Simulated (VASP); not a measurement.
# Au (Pm-3m) in VASP: further runs

Runs on Au. Level: LDA. Tasks: single point.

All numbers are computed with VASP 6.6.1; they aren't measurements. Logs are shortened: lines on timing, memory, paths and dates and some standing lists are left out, and cuts for length are marked.

### Step 1. The cell of the first run

It takes space group Pm-3m (No. 221, cubic). The conventional cell has a = 2.044 Å, b = 2.044 Å, c = 2.044 Å, α = 90.00°, β = 90.00°, γ = 90.00°. Au (site symmetry m-3m) has 6 Au at 2.04 Å within 2.7 Å.

### Step 2. Single point, LDA (volume scaled by 0.45)

File INCAR:

```
SYSTEM = Au
PREC = Accurate
ENCUT = 520
EDIFF = 1E-6
ISMEAR = -1
SIGMA = 0.05
LREAL = .FALSE.
LASPH = .TRUE.
NELM = 80
ALGO = Normal
ISIF = 2
LWAVE = .FALSE.
LCHARG = .FALSE.
NBANDS = 12
```

File KPOINTS:

```
regular mesh
0
G
  14 14 14
  0 0 0
```

File POSCAR:

```
Au
1.0
    2.0440521045      0.0000000000      0.0000000000
    0.0000000000      2.0440521045      0.0000000000
    0.0000000000      0.0000000000      2.0440521045
Au
1
Direct
    0.0000000000      0.0000000000      0.0000000000
```

Potentials or basis: VASP PAW LDA potentials, release 64 (Au).

Started as:

```console
> cat potpaw_LDA.64/Au/POTCAR > POTCAR
> mpirun -np 1 vasp_std > vasp.out
```

OUTCAR:

```text
SYSTEM = Au
   PREC = Accurate
   ENCUT = 520
   EDIFF = 1E-6
   ISMEAR = -1
   LREAL = .FALSE.
   LASPH = .TRUE.
   NELM = 80
   ISIF = 2

 ion  position               nearest neighbor table
   1  0.000  0.000  0.000-

  LATTYP: Found a simple cubic cell.
 ALAT       =     2.0440521045

  Lattice vectors:

 A1 = (   2.0440521045,   0.0000000000,   0.0000000000)
 A2 = (   0.0000000000,   2.0440521045,   0.0000000000)
 A3 = (   0.0000000000,   0.0000000000,   2.0440521045)

Analysis of symmetry for initial positions (statically):
=====================================================================
 Subroutine PRICEL returns:
 Original cell was already a primitive cell.

 Routine SETGRP: Setting up the symmetry group for a
 simple cubic supercell.

 Subroutine GETGRP returns: Found 48 space group operations
 (whereof 48 operations were pure point group operations)
 out of a pool of 48 trial point group operations.

The static configuration has the point symmetry O_h .

Analysis of symmetry for dynamics (positions and initial velocities):
=====================================================================
 Subroutine PRICEL returns:
 Original cell was already a primitive cell.

 Routine SETGRP: Setting up the symmetry group for a
 simple cubic supercell.

 Subroutine GETGRP returns: Found 48 space group operations
 (whereof 48 operations were pure point group operations)
 out of a pool of 48 trial point group operations.

The dynamic configuration has the point symmetry O_h .

 Subroutine INISYM returns: Found 48 space group operations
 (whereof 48 operations are pure point group operations),
 and found     1 'primitive' translations

----------------------------------------------------------------------------------------

                                     Primitive cell

  volume of cell :       8.5404

  direct lattice vectors                    reciprocal lattice vectors
     2.044052104  0.000000000  0.000000000     0.489224320  0.000000000  0.000000000
     0.000000000  2.044052104  0.000000000     0.000000000  0.489224320  0.000000000
     0.000000000  0.000000000  2.044052104     0.000000000  0.000000000  0.489224320

  length of vectors
     2.044052104  2.044052104  2.044052104     0.489224320  0.489224320  0.489224320

  position of ions in fractional coordinates (direct lattice)
     0.000000000  0.000000000  0.000000000

  ion indices of the primitive-cell ions
   primitive index   ion index
                 1           1

----------------------------------------------------------------------------------------

 KPOINTS: regular mesh

Automatic generation of k-mesh.
 Grid dimensions read from file:
 generate k-points for:   14   14   14

 Generating k-lattice:

  Cartesian coordinates                     Fractional coordinates (reciprocal lattice)
     0.034944594  0.000000000  0.000000000     0.071428571  0.000000000  0.000000000
     0.000000000  0.034944594  0.000000000     0.000000000  0.071428571  0.000000000
     0.000000000  0.000000000  0.034944594     0.000000000  0.000000000  0.071428571

  Length of vectors
     0.034944594  0.034944594  0.034944594

  Shift w.r.t. Gamma in fractional coordinates (k-lattice)
     0.000000000  0.000000000  0.000000000

 Subroutine IBZKPT returns following result:
 ===========================================

 Found    120 irreducible k-points:

 Following reciprocal coordinates:
            Coordinates               Weight
  0.000000  0.000000  0.000000      1.000000
  0.071429  0.000000  0.000000      6.000000
  0.142857  0.000000  0.000000      6.000000
  0.214286  0.000000  0.000000      6.000000
  0.285714  0.000000  0.000000      6.000000
  0.357143  0.000000  0.000000      6.000000
[... 16 lines left out ...]
  0.285714  0.214286  0.000000     24.000000
  0.357143  0.214286  0.000000     24.000000
 [... further k-points ...]
   k-points           NKPTS =    120   k-points in BZ     NKDIM =    120   number of bands    NBANDS=     12
   number of dos      NEDOS =    301   number of ions     NIONS =      1
   total plane-waves  NPLWV =   4096
   dimension x,y,z NGX =    16 NGY =   16 NGZ =   16
   dimension x,y,z NGXF=    32 NGYF=   32 NGZF=   32
   ions per type =               1
   NGX,Y,Z   is equivalent  to a cutoff of  13.01, 13.01, 13.01 a.u.
   NGXF,Y,Z  is equivalent  to a cutoff of  26.03, 26.03, 26.03 a.u.
 SYSTEM =  Au
   PREC   = accura    normal or accurate (medium, high low for compatibility)
   ISTART =      0    job   : 0-new  1-cont  2-samecut
   ICHARG =      2    charge: 1-file 2-atom 10-const
   ISPIN  =      1    spin polarized calculation?
   LNONCOLLINEAR =      F non collinear calculations
   LSORBIT =      F    spin-orbit coupling
   LASPH  =      T    aspherical Exc in radial PAW
   ENCUT  =  520.0 eV  38.22 Ry    6.18 a.u.   3.80  3.80  3.80*2*pi/ulx,y,z
   NELM   =     80;   NELMIN=  2; NELMDL= -5     # of ELM steps
   EDIFF  = 0.1E-05   stopping-criterion for ELM
   LREAL  =      F    real-space projection
   EDIFFG = 0.1E-04   stopping-criterion for IOM
   NSW    =      0    number of steps for IOM
   IBRION =     -1    ionic relax: 0-MD 1-quasi-New 2-CG
   NFREE  =      0    steps in history (QN), initial steepest desc. (CG)
   ISIF   =      2    stress and relaxation
   ISYM   =      2    0-nonsym 1-usesym 2-fastsym
   POTIM  = 0.5000    time-step for ionic-motion
   TEBEG  =    0.0;   TEEND  =   0.0 temperature during run
   PSTRESS=    0.0 pullay stress
   NELECT =      11.0000    total number of electrons
   NUPDOWN=      -1.0000    fix difference up-down
   EMIN   =  10.00;   EMAX   =-10.00  energy-range for DOS
   EFERMI =   0.00;   METHOD = LEGACY
   ISMEAR =    -1;   SIGMA  =   0.05  broadening in eV -4-tet -1-fermi 0-gaus
   EFERMI_NEDOS =   21; number of points for ismear=-14 and -15
   IALGO  =     38    algorithm
   IMIX   =      4    mixing-type and parameters
     AMIX     =   0.40;   BMIX     =  1.00
     AMIX_MAG =   1.60;   BMIX_MAG =  1.00
  volume/ion in A,a.u.               =       8.54        57.63
  Fermi-wavevector in a.u.,A,eV,Ry     =   1.781204  3.365988 43.167057  3.172689
  Thomas-Fermi vector in A             =   2.845842
   LORBIT       =      0    0 simple, 1 ext, 2 COOP (PROOUT), +10 PAW based schemes
   GGA     = CA    functional components
   LHFCALC =     F    Hartree Fock is set to
   AEXX    =    0.0000 exact exchange contribution
   IVDW    =     0    specifies the selected vdW correction
   LEPSILON=     F    determine dielectric tensor
   LRPA    =     F    only Hartree local field effects (RPA)
 non-spin polarized calculation
  energy-cutoff  :      520.00
  volume of cell :        8.54
 maximum number of plane-waves:       251
 NGX is ok and might be reduce to    16
   NGX =  7   NGY =  7   NGZ =  7

 number of electron      10.9999997 magnetization

 Free energy of the ion-electron system (eV)
  ---------------------------------------------------
  ext. energy  EPLUGINS =         0.00000000
  ---------------------------------------------------
  free energy    TOTEN  =        10.27862929 eV

  energy without entropy =       10.28111277  energy(sigma->0) =       10.27987103

 E-fermi :  27.2333     XC(G=0): -17.1687

 val. band max:       27.2216458561   @ k =   0.5000   0.1429   0.1429
 cond. band min:      27.2350793062   @ k =   0.3571   0.3571   0.1429
 fundamental gap:      0.0134334501
 Fermi energy:        27.2333387720

 k-point     1 :       0.0000    0.0000    0.0000
  band No.  band energies     occupation
      1       7.4875      2.00000
      2       8.8228      2.00000
      3       8.8228      2.00000
      4      25.1346      2.00000
      5      25.1346      2.00000
      6      25.1346      2.00000
      7      43.8784      0.00000
      8      43.8784      0.00000
      9      43.8784      0.00000
     10      54.9631      0.00000
     11      57.0082      0.00000
     12      57.0083      0.00000

 k-point     2 :       0.0714    0.0000    0.0000
  band No.  band energies     occupation
      1       7.7674      2.00000
      2       8.8933      2.00000
      3       9.2412      2.00000
      4      24.6341      2.00000
      5      24.6341      2.00000
      6      25.1707      2.00000
      7      42.4677      0.00000
      8      44.5045      0.00000
      9      44.5045      0.00000
     10      52.7062      0.00000
     11      55.7962      0.00000
     12      57.6551      0.00000

 k-point     3 :       0.1429    0.0000    0.0000
  band No.  band energies     occupation
      1       8.3274      2.00000
      2       9.0950      2.00000
      3      10.6891      2.00000
      4      23.3827      2.00000
      5      23.3827      2.00000
      6      25.2727      2.00000
      7      39.6635      0.00000
      8      46.0697      0.00000
      9      46.0697      0.00000
     10      48.8165      0.00000
     11      56.3542      0.00000
     12      59.0320      0.00000
[... 286 lines left out ...]
 k-point    23 :       0.2857    0.2143    0.0000
  band No.  band energies     occupation
      1      10.4288      2.00000
      2      12.8470      2.00000
      3      15.4783      2.00000
      4      19.8477      2.00000
      5      20.7974      2.00000
      6      22.5790      2.00000
      7      37.4090      0.00000
      8      41.9134      0.00000
      9      46.4049      0.00000
     10      54.7626      0.00000
     11      58.2720      0.00000
     12      60.0403      0.00000

 k-point    24 :       0.3571    0.2143    0.0000
  band No.  band energies     occupation
      1      10.8980      2.00000
      2      12.4545      2.00000
      3      15.8726      2.00000
      4      19.6961      2.00000
      5      22.4319      2.00000
      6      22.7721      2.00000
      7      35.6878      0.00000
      8      43.3423      0.00000
      9      45.0269      0.00000
     10      55.8978      0.00000
     11      56.2765      0.00000
     12      59.7740      0.00000

 [... further k-points ...]

------------------------ aborting loop because EDIFF is reached ----------------------------------------

  FORCE on cell =-STRESS in cart. coord.  units (eV):
  Direction    XX          YY          ZZ          XY          YZ          ZX
  --------------------------------------------------------------------------------------
  -------------------------------------------------------------------------------------
  Total       51.2704062     51.2704062     51.2704062      0.0000000     -0.0000000      0.0000000
  in kB     9618.3694486   9618.3694486   9618.3694486      0.0000000     -0.0000000      0.0000000
  external PRESSURE =    9618.3694486 kB  Pullay stress =       0.0000000 kB

 VOLUME and BASIS-vectors are now :
 -----------------------------------------------------------------------------
  energy-cutoff  :      520.00
  volume of cell :        8.54
      direct lattice vectors                 reciprocal lattice vectors
     2.044052104  0.000000000  0.000000000     0.489224320  0.000000000  0.000000000
     0.000000000  2.044052104  0.000000000     0.000000000  0.489224320  0.000000000
     0.000000000  0.000000000  2.044052104     0.000000000  0.000000000  0.489224320

 POSITION                                       TOTAL-FORCE (eV/Angst)
 -----------------------------------------------------------------------------------
      0.00000      0.00000      0.00000         0.000000      0.000000      0.000000
 -----------------------------------------------------------------------------------
    total drift:                               -0.000000     -0.000000      0.000000

  FREE ENERGIE OF THE ION-ELECTRON SYSTEM (eV)
  ---------------------------------------------------
  free  energy   TOTEN  =        10.2786292872 eV

  energy  without entropy=       10.2811127689  energy(sigma->0) =       10.27987103
```

It took 2.6 s on 1 thread of Intel Xeon 6975P-C (Granite Rapids), shared host; peak memory 0.12 GiB.

The run converged, but its numbers aren't listed here, since they failed a check.

Caveat: spin-orbit coupling is left out, which moves the levels of the heavy elements.

### Step 3. Single point, LDA (volume scaled by 0.45)

File INCAR:

```
ALGO = Normal
EDIFF = 1E-7
ENCUT = 520
GGA = CA
ISIF = 2
ISMEAR = -1
LASPH = T
LCHARG = F
LREAL = F
LWAVE = F
NBANDS = 12
NELM = 80
PREC = Accurate
SIGMA = 0.05
```

File KPOINTS:

```
k-points
0
Gamma
  14 14 14
```

POSCAR is that of step 2.

Potentials or basis: VASP PAW LDA potentials, release 64 (Au).

Started as:

```console
> cat potpaw_LDA.64/Au/POTCAR > POTCAR
> mpirun -np 1 vasp_std > vasp.out
```

Run time: 2.6 s. Hardware: 1 thread of Intel Xeon 6975P-C (Granite Rapids), shared host; peak memory 0.12 GiB.

The run converged, but its numbers aren't listed here, since they failed a check.

Caveat: spin-orbit coupling is left out, which moves the levels of the heavy elements.

### Step 4. Single point, LDA (volume scaled by 0.52)

File INCAR:

```
  PREC = Accurate
  ENCUT = 520
  EDIFF = 1E-6
  ISMEAR = -1
  SIGMA = 0.05
  LREAL = False
  LASPH = True
  NELM = 60
  ALGO = Normal
  ISIF = 2
  LWAVE = False
  LCHARG = False
  GGA = CA
  NBANDS = 12
```

File KPOINTS:

```
regular mesh
0
Gamma
  14 14 14
```

File POSCAR:

```
Au
1.0
    2.1449750195      0.0000000000      0.0000000000
    0.0000000000      2.1449750195      0.0000000000
    0.0000000000      0.0000000000      2.1449750195
Au
1
Direct
    0.0000000000      0.0000000000      0.0000000000
```

Started as:

```console
> cat potpaw_LDA.64/Au/POTCAR > POTCAR
> mpirun -np 1 vasp_std > vasp.out
```

Run time: 2.6 s. Hardware: 1 thread of Intel Xeon 6975P-C (Granite Rapids), shared host; peak memory 0.12 GiB.

The run converged. Its results:

```yaml
Free_energy: 4.1182 eV
Pressure: 561.1 GPa
```

Levels at points of the mesh, in eV from the Fermi level:
```csv
k point,band 4,band 5,band 6,band 7,band 8,band 9
"(0.00, 0.00, 0.00)",-1.96,-1.96,-1.96,16.47,16.47,16.47
"(0.50, 0.00, 0.00)",-7.36,-5.51,-1.38,6.76,13.49,20.90
"(0.50, 0.50, 0.00)",-6.32,1.84,2.88,2.88,15.65,17.10
"(0.50, 0.50, 0.50)",2.26,2.26,4.48,13.59,13.59,13.59
```

Caveat: spin-orbit coupling is left out, which moves the levels of the heavy elements.

### Step 5. Single point, LDA (volume scaled by 0.52)

File INCAR:

```
ALGO     = Normal         # electronic algorithm
EDIFF    = 1E-7           # SCF threshold, eV
ENCUT    = 520            # plane-wave cutoff, eV
ISIF     = 2              # what is computed and relaxed
ISMEAR   = -1             # smearing method
LASPH    = True           # aspherical terms in the spheres
LCHARG   = False          # write CHGCAR
LREAL    = False          # projectors in reciprocal space
LWAVE    = False          # write WAVECAR
NBANDS   = 12             # bands
NELM     = 80             # most SCF steps
PREC     = Accurate       # precision mode
SIGMA    = 0.05           # smearing width, eV
```

File KPOINTS:

```
k-points
0
Gamma
  14 14 14
```

POSCAR is that of step 4.

Started as:

```console
> cat potpaw_LDA.64/Au/POTCAR > POTCAR
> mpirun -np 1 vasp_std > vasp.out
```

It took 2.7 s on 1 thread of Intel Xeon 6975P-C (Granite Rapids), shared host; peak memory 0.12 GiB.

It converged, with:

* Free energy: 4.1182 eV
* Pressure: 561.1 GPa

Levels at points of the mesh, in eV from the Fermi level:
```csv
k point,band 3,band 4,band 5,band 6,band 7,band 8,band 9,band 10
"(0.00, 0.00, 0.00)",-15.28,-1.96,-1.96,-1.96,16.47,16.47,16.47,26.28
"(0.50, 0.00, 0.00)",-7.36,-7.36,-5.51,-1.38,6.76,13.49,20.90,24.92
"(0.50, 0.50, 0.00)",-6.32,-6.32,1.84,2.88,2.88,15.65,17.10,22.55
"(0.50, 0.50, 0.50)",-14.07,2.26,2.26,4.48,13.59,13.59,13.59,26.44
```

Caveat: spin-orbit coupling is left out, which moves the levels of the heavy elements.

### Step 6. Single point, LDA (volume scaled by 0.6)

File INCAR:

```
PREC     = Accurate       # precision mode
ENCUT    = 520            # plane-wave cutoff, eV
EDIFF    = 1E-6           # SCF threshold, eV
ISMEAR   = -1             # smearing method
SIGMA    = 0.05           # smearing width, eV
LREAL    = F              # projectors in reciprocal space
LASPH    = T              # aspherical terms in the spheres
NELM     = 60             # most SCF steps
ALGO     = Normal         # electronic algorithm
ISIF     = 2              # what is computed and relaxed
LWAVE    = F              # write WAVECAR
LCHARG   = T              # write CHGCAR
GGA      = CA             # functional
LELF     = T              # ELF
LVHAR    = T            
NBANDS   = 12             # bands
```

File KPOINTS:

```
Automatic mesh
0
Gamma
  14 14 14
```

File POSCAR:

```
Au
1.0
    2.2497704474      0.0000000000      0.0000000000
    0.0000000000      2.2497704474      0.0000000000
    0.0000000000      0.0000000000      2.2497704474
Au
1
Direct
    0.0000000000      0.0000000000      0.0000000000
```

Potentials or basis: VASP PAW LDA potentials, release 64 (Au).

Started as:

```console
> cat potpaw_LDA.64/Au/POTCAR > POTCAR
> mpirun -np 1 vasp_std > vasp.out
```

Run time: 5.1 s. Hardware: 1 thread of Intel Xeon 6975P-C (Granite Rapids), shared host; peak memory 0.12 GiB.

It converged, with:

```
Free energy : 0.1288 eV
Pressure    : 306.1 GPa
```

Levels at points of the mesh, in eV from the Fermi level:
```tsv
k point	band 4	band 5	band 6	band 7	band 8	band 9
(0.00, 0.00, 0.00)	-1.74	-1.74	-1.74	16.27	16.27	16.27
(0.50, 0.00, 0.00)	-5.96	-4.21	-1.30	5.57	14.83	20.70
(0.50, 0.50, 0.00)	-5.16	1.28	3.19	3.19	14.29	14.99
(0.50, 0.50, 0.50)	1.58	1.58	6.49	12.14	12.14	12.14
```

Caveat: spin-orbit coupling is left out, which moves the levels of the heavy elements.
